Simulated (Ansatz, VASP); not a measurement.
**GaP in VASP and in Ansatz**

Contents of INCAR:

```
PREC = Accurate ; ENCUT = 500
EDIFF = 1E-6 ; ISMEAR = 0
SIGMA = 0.01 ; LREAL = F
LASPH = T ; NELM = 120
ALGO = Normal ; ISIF = 2
LWAVE = F ; LCHARG = F
GGA = PE ; NBANDS = 16
GGA_COMPAT = F
```

Contents of KPOINTS:

```
Automatic mesh
0
Gamma
  8 8 8
```

POSCAR

```
GaP
1.0
    0.0000000000      2.7529819216      2.7529819216
    2.7529819216      0.0000000000      2.7529819216
    2.7529819216      2.7529819216      0.0000000000
Ga P
1 1
Direct
    0.0000000000      0.0000000000      0.0000000000
    0.2500000000      0.2500000000      0.2500000000
```

Input for Ansatz:

```yaml
crystal:
  lattice:
    - [0.0, 2.7529819224, 2.7529819224]
    - [2.7529819224, 0.0, 2.7529819224]
    - [2.7529819224, 2.7529819224, 0.0]
  atoms:
    - { symbol: Ga, position: [0.0, 0.0, 0.0] }
    - { symbol: P, position: [0.25, 0.25, 0.25] }
basis:
  ecutwfc: 420
kpoints:
  mp_grid: { grid: [8, 8, 8] }
  band_path:
    path:
      - [0.0, 0.0, 0.0]
      - [0.0, 0.0, 0.0]
      - [0.4233107902, 0.4233107902, 0.0]
      - [0.5, 0.5, 0.5]
      - [0.0052578082, 0.0052578082, 0.0]
      - [-0.0052578082, -0.0052578082, 0.0]
      - [0.0060711939, 0.0060711939, 0.0060711939]
      - [-0.0060711939, -0.0060711939, -0.0060711939]
      - [0.0052578082, 0.0052578082, 0.0]
      - [-0.0052578082, -0.0052578082, 0.0]
      - [0.4285685984, 0.4285685984, 0.0]
      - [0.4180529821, 0.4180529821, 0.0]
      - [0.4233107902, 0.4285685984, 0.0052578082]
      - [0.4233107902, 0.4180529821, -0.0052578082]
      - [0.5060711939, 0.5060711939, 0.5060711939]
      - [0.4939288061, 0.4939288061, 0.4939288061]
      - [0.4962821682, 0.5037178318, 0.5]
      - [0.5037178318, 0.4962821682, 0.5]
    npoints: 1
hamiltonian:
  xc: pbe
  pseudopotentials: { kind: paw }
scf:
  occupations: { method: fixed }
  n_extra_bands: 5
output:
  forces: true
  stress: true
  eigenvalues: true
```

Alike in both runs: task single point; functional PBE; k mesh 8 × 8 × 8; no spin polarisation.

|  | VASP | Ansatz |
| --- | --- | --- |
| version | VASP 6.6.1 | Ansatz 0.2.0 |
| potentials or method | VASP PAW PBE potentials, release 64 (Ga_d, P), cutoff 500 eV | scalar-relativistic, plane waves, PAW |
| occupations | gaussian, width 0.01 eV | fixed |
| valence electrons in the cell | 18 | 18 |

```tsv
	VASP	Ansatz	Ansatz less VASP
gap on the k mesh at the Fermi level (eV)	1.58	1.58	+0.003
least direct gap on the mesh (eV)	1.58	1.58	+0.003
pressure (GPa)	-0.1	0.0	+0.08
```
